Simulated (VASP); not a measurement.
Wanted: the native input for a VASP 6.6.1 run.

* Task: single point
* Functional: PBE
* Potentials or basis: VASP PAW PBE potentials, release 64 (Sb, In_d, Bi_d)
* Cutoff: 520 eV
* k mesh: 4 × 4 × 4
* Occupations: fermi-dirac, width 0.02 eV
* Spin: no spin polarisation
* Dipole correction: no
* Further INCAR settings: ALGO = Normal; EDIFF = 1e-06; NBANDS = 31

The structure of In2BiSb lies in POSCAR:

```
In2BiSb
1.0
    4.7303953609      0.0000000000      0.0000000000
    0.0000000000      4.7303953609      0.0000000000
    0.0000000000      0.0000000000      6.6567119015
Sb In Bi
1 2 1
Direct
    0.0000000000      0.0000000000      0.0000000000
    0.0000000000      0.5000000000      0.7568794077
    0.5000000000      0.0000000000      0.2431205923
    0.5000000000      0.5000000000      0.5000000000
```

This cell differs from its parent crystal: volume changed by -3%.

These files were run (other wordings do the same):

INCAR

```
SYSTEM = In2BiSb
PREC     = Accurate       ! precision mode
ENCUT    = 520            ! plane-wave cutoff, eV
EDIFF    = 1E-6           ! SCF threshold, eV
ISMEAR   = -1             ! smearing method
SIGMA    = 0.02           ! smearing width, eV
LREAL    = .False.        ! projectors in reciprocal space
LASPH    = .True.         ! aspherical terms in the spheres
NELM     = 80             ! most SCF steps
ALGO     = Normal         ! electronic algorithm
ISIF     = 2              ! what is computed and relaxed
LWAVE    = .False.        ! write WAVECAR
LCHARG   = .True.         ! write CHGCAR
GGA      = PE             ! functional
LELF     = .True.         ! ELF
LVHAR    = .True.       
NBANDS   = 31             ! bands
```

KPOINTS

```
regular mesh
0
Gamma
  4 4 4
  0 0 0
```

Potentials or basis: VASP PAW PBE potentials, release 64 (Sb, In_d, Bi_d).

Launch:

```bash
$ cat potpaw_PBE.64/Sb/POTCAR potpaw_PBE.64/In_d/POTCAR potpaw_PBE.64/Bi_d/POTCAR > POTCAR
$ mpirun -np 1 vasp_std > vasp.out
```

It gave:

```
Pressure               : 1.2 GPa
Largest force          : 0.006 eV/Å
Band gap on the k mesh : zero (band 23 reaches 4.57 eV, above the bottom of band 24 at 4.53 eV)
```

Caveat: spin-orbit coupling is left out, which moves the levels of the heavy elements.

Wall time 53 s on 1 thread of Intel(R) Xeon(R) Platinum 8375C CPU @ 2.90GHz (Ice Lake), on a shared host, peak memory 0.28 GiB.
